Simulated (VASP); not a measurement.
Here is a VASP 6.6.1 calculation.

File INCAR:

```
SYSTEM = KF
PREC = Accurate
ENCUT = 600
EDIFF = 1E-7
ISMEAR = -1
SIGMA = 0.02
LREAL = .False.
LASPH = .True.
NELM = 100
ALGO = Normal
ISIF = 3
LWAVE = .False.
LCHARG = .False.
GGA = PE
IBRION = 2
NSW = 80
EDIFFG = -0.005
```

File KPOINTS:

```
regular mesh
0
Gamma
  6 6 6
  0 0 0
```

File POSCAR:

```
KF
1.0
    4.0071271868      0.0000000000      0.0000000000
   -2.0035635934      3.4702739400      0.0000000000
    0.0000000000      0.0000000000      5.0086428000
K F
2 2
Direct
    0.3333333333      0.6666666667      0.2500000000
    0.6666666667      0.3333333333      0.7500000000
    0.6666666667      0.3333333333      0.2500000000
    0.3333333333      0.6666666667      0.7500000000
```

Potentials or basis: VASP PAW PBE potentials, release 64 (K_sv, F).

Command:

```console
$ cat potpaw_PBE.64/K_sv/POTCAR potpaw_PBE.64/F/POTCAR > POTCAR
$ mpirun -np 1 vasp_std > vasp.out
```

(1) Estimate the space group after relaxing (to 0.05 Å).

(2) Estimate the relaxed volume.

(3) Predict the relaxed cell.

Results:

(1) P6_3/mmc (No. 194).

(2) 23.82 Å³/atom.

(3) a = 4.524 Å, b = 4.524 Å, c = 5.377 Å, α = 90.00°, β = 90.00°, γ = 120.00°.

Caveat: the volume moved by over 15 % at a fixed basis, so the end points are rough.
